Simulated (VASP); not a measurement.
Write the native input for VASP 6.6.1 that does the following.

- Task: single point
- Functional: PBE
- Potentials or basis: VASP PAW PBE potentials, release 64 (Si, Ge_d)
- Cutoff: 520 eV
- k mesh: 4 × 4 × 4
- Occupations: gaussian, width 0.1 eV
- Spin: no spin polarisation
- Dipole correction: no
- Further INCAR settings: ALGO = Normal; EDIFF = 1e-06; NBANDS = 46

The structure of SiGe5 lies in POSCAR:

```
SiGe5
1.0
    5.0292947800      0.0000000000      0.0000000000
    0.0000000000      5.0292947800      0.0000000000
    0.0000000000      0.0000000000      5.4073629100
Si Ge
1 5
Direct
    0.0000000000      0.0000000000      0.0000000000
    0.8023551500      0.8023551500      0.5000000000
    0.1976448500      0.1976448500      0.5000000000
    0.1976448500      0.8023551500      0.5000000000
    0.8023551500      0.1976448500      0.5000000000
    0.5000000000      0.5000000000      0.5000000000
```

One way to write it, as run:

INCAR

```
SYSTEM = SiGe5
PREC = Accurate
ENCUT = 520
EDIFF = 1E-6
ISMEAR = 0
SIGMA = 0.1
LREAL = .FALSE.
LASPH = .TRUE.
NELM = 80
ALGO = Normal
ISIF = 2
LWAVE = .FALSE.
LCHARG = .FALSE.
GGA = PE
NBANDS = 46
```

KPOINTS

```
regular mesh
0
G
  4 4 4
  0 0 0
```

Potentials or basis: VASP PAW PBE potentials, release 64 (Si, Ge_d).

The run is started by

```console
$ cat potpaw_PBE.64/Si/POTCAR potpaw_PBE.64/Ge_d/POTCAR > POTCAR
$ mpirun -np 1 vasp_std > vasp.out
```

It gave:

```
Pressure               : 44.5 GPa
Largest force          : 8.563 eV/Å
Band gap on the k mesh : zero (band 37 reaches 5.24 eV, above the bottom of band 38 at 3.59 eV)
```

Caveat: forces of over 1 eV/Å act on the atoms, so gaps and moduli don't describe the material at rest.

It took 66 s on 1 thread of AMD EPYC 9R45 96-Core Processor (Zen 5), on a shared host, peak memory 0.25 GiB.
